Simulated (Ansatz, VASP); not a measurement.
Al7Ni8: VASP beside Ansatz

INCAR

```
PREC = Accurate ; ENCUT = 520
EDIFF = 1E-6 ; ISMEAR = 0
SIGMA = 0.1 ; LREAL = False
LASPH = True ; NELM = 120
ALGO = Normal ; ISIF = 2
LWAVE = False ; LCHARG = False
LDIPOL = True ; IDIPOL = 3
DIPOL = 0.5 0.5 0.500 ; GGA = PS
NBANDS = 64 ; GGA_COMPAT = False
NELMDL = -8
```

KPOINTS

```
regular mesh
0
Gamma
  9 9 1
```

Contents of POSCAR:

```
Al7Ni8
1.0
    4.0477133473      0.0000000000      0.0000000000
   -2.0238566737      3.5054225860      0.0000000000
    0.0000000000      0.0000000000     26.5673043804
Ni Al
8 7
Direct
    0.3333333333      0.6666666667      0.2823018810
    0.0000000000      0.0000000000      0.3445013436
    0.6666666667      0.3333333333      0.4067008061
    0.3333333333      0.6666666667      0.4689002687
    0.0000000000      0.0000000000      0.5310997313
    0.6666666667      0.3333333333      0.5932991939
    0.3333333333      0.6666666667      0.6554986564
    0.0000000000      0.0000000000      0.7176981190
    0.6666666667      0.3333333333      0.3134016123
    0.3333333333      0.6666666667      0.3756010749
    0.0000000000      0.0000000000      0.4378005374
    0.6666666667      0.3333333333      0.5000000000
    0.3333333333      0.6666666667      0.5621994626
    0.0000000000      0.0000000000      0.6243989251
    0.6666666667      0.3333333333      0.6865983877
```

Input for Ansatz:

```yaml
crystal:
  lattice:
    - [4.0477133473, 0.0, 0.0]
    - [-2.0238566737, 3.505422586, 0.0]
    - [0.0, 0.0, 26.5673043804]
  atoms:
    - { symbol: Ni, position: [0.3333333333, 0.6666666667, 0.282301881] }
    - { symbol: Al, position: [0.6666666667, 0.3333333333, 0.3134016123] }
    - { symbol: Ni, position: [0.0, 0.0, 0.3445013436] }
    - { symbol: Al, position: [0.3333333333, 0.6666666667, 0.3756010749] }
    - { symbol: Ni, position: [0.6666666667, 0.3333333333, 0.4067008061] }
    - { symbol: Al, position: [0.0, 0.0, 0.4378005374] }
    - { symbol: Ni, position: [0.3333333333, 0.6666666667, 0.4689002687] }
    - { symbol: Al, position: [0.6666666667, 0.3333333333, 0.5] }
    - { symbol: Ni, position: [0.0, 0.0, 0.5310997313] }
    - { symbol: Al, position: [0.3333333333, 0.6666666667, 0.5621994626] }
    - { symbol: Ni, position: [0.6666666667, 0.3333333333, 0.5932991939] }
    - { symbol: Al, position: [0.0, 0.0, 0.6243989251] }
    - { symbol: Ni, position: [0.3333333333, 0.6666666667, 0.6554986564] }
    - { symbol: Al, position: [0.6666666667, 0.3333333333, 0.6865983877] }
    - { symbol: Ni, position: [0.0, 0.0, 0.717698119] }
basis:
  ecutwfc: 420
kpoints:
  mp_grid: { grid: [9, 9, 1] }
hamiltonian:
  xc: pbesol
scf:
  occupations: { method: gaussian, width: 0.1 }
output:
  forces: true
  stress: true
  eigenvalues: true
efield:
  axis: 3
  dipole_correction: true
  ramp_width: 0.04
```

Alike in both runs: task single point; functional PBEsol; k mesh 9 × 9 × 1; occupations gaussian, width 0.1 eV; no spin polarisation.

|  | VASP | Ansatz |
| --- | --- | --- |
| version | VASP 6.6.1 | Ansatz 0.2.0 |
| potentials or method | VASP PAW PBE potentials, release 64 (Ni, Al), cutoff 520 eV | scalar-relativistic, plane waves, PAW |
| valence electrons in the cell | 101 | 165 |

VASP gave:

| Quantity | Value |
| --- | --- |
| gap on the k mesh at the Fermi level (eV) | none |
| rms of the force components (eV/Å) | 0.361 |

**Question.** Which values does Ansatz return?

**Answer.** gap on the k mesh at the Fermi level (eV): none; rms of the force components (eV/Å): 0.368.

VASP's potentials were made for PBE, not for PBEsol. A gap of «none» marks a metal or a gap that the smearing closes. With one functional, cell and mesh, what is left measures potentials, basis and numerics. VASP's potentials hold 101 valence electrons a cell and Ansatz's 165, so a difference there can come from the potentials and not from the codes.
